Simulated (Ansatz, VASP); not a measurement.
**Two plane-wave programs on Hf2N**

INCAR

```
  PREC = Accurate
  ENCUT = 520
  EDIFF = 1E-6
  ISMEAR = 0
  SIGMA = 0.1
  LREAL = F
  LASPH = T
  NELM = 60
  ALGO = Normal
  ISIF = 2
  LWAVE = F
  LCHARG = F
  GGA = PS
  NBANDS = 34
```

Contents of KPOINTS:

```
regular mesh
0
Gamma
  8 8 12
```

File POSCAR:

```
Hf2N
1.0
    5.3131240200      0.0000000000      0.0000000000
    0.0000000000      5.3131240200      0.0000000000
    0.0000000000      0.0000000000      3.2420983900
Hf N
4 2
Direct
    0.2955363700      0.2955363700      0.0000000000
    0.7044636300      0.7044636300      0.0000000000
    0.7955363700      0.2044636300      0.5000000000
    0.2044636300      0.7955363700      0.5000000000
    0.0000000000      0.0000000000      0.0000000000
    0.5000000000      0.5000000000      0.5000000000
```

Input for Ansatz:

```yaml
crystal:
  lattice:
    - [5.31312402, 0.0, 0.0]
    - [0.0, 5.31312402, 0.0]
    - [0.0, 0.0, 3.24209839]
  atoms:
    - { symbol: Hf, position: [0.29553637, 0.29553637, 0.0] }
    - { symbol: Hf, position: [0.70446363, 0.70446363, 0.0] }
    - { symbol: Hf, position: [0.79553637, 0.20446363, 0.5] }
    - { symbol: Hf, position: [0.20446363, 0.79553637, 0.5] }
    - { symbol: "N", position: [0.0, 0.0, 0.0] }
    - { symbol: "N", position: [0.5, 0.5, 0.5] }
basis:
  ecutwfc: 420
kpoints:
  mp_grid: { grid: [8, 8, 12] }
hamiltonian:
  xc: pbesol
scf:
  occupations: { method: gaussian, width: 0.1 }
output:
  forces: true
  stress: true
  eigenvalues: true
  populations: true
```

Alike in both runs: task single point; functional PBEsol; k mesh 8 × 8 × 12; occupations gaussian, width 0.1 eV; no spin polarisation.

```csv
,VASP,Ansatz
version,VASP 6.6.1,Ansatz 0.2.0
potentials or method,"VASP PAW PBE potentials, release 64 (Hf_pv, N), cutoff 520 eV","scalar-relativistic, plane waves, PAW"
valence electrons in the cell,50,114
```

|  | VASP | Ansatz | Ansatz less VASP |
| --- | --- | --- | --- |
| gap on the k mesh at the Fermi level (eV) | none | none | - |
| pressure (GPa) | -3.3 | -2.3 | +0.99 |
| traceless stress, the component that is largest in VASP (GPa) | -0.42 | -0.30 | +0.117 |
| rms of the force components (eV/Å) | 0.006 | 0.002 | -0.0038 |

VASP's potentials were made for PBE, not for PBEsol. Atom by atom the forces differ by 0.004 eV/Å (rms over components). A gap of «none» marks a metal or a gap that the smearing closes. The functional is the same, so the differences come from potentials, cutoffs and numerics. VASP's potentials hold 50 valence electrons a cell and Ansatz's 114, so a difference there can come from the potentials and not from the codes.

Neither program's run includes spin-orbit coupling.
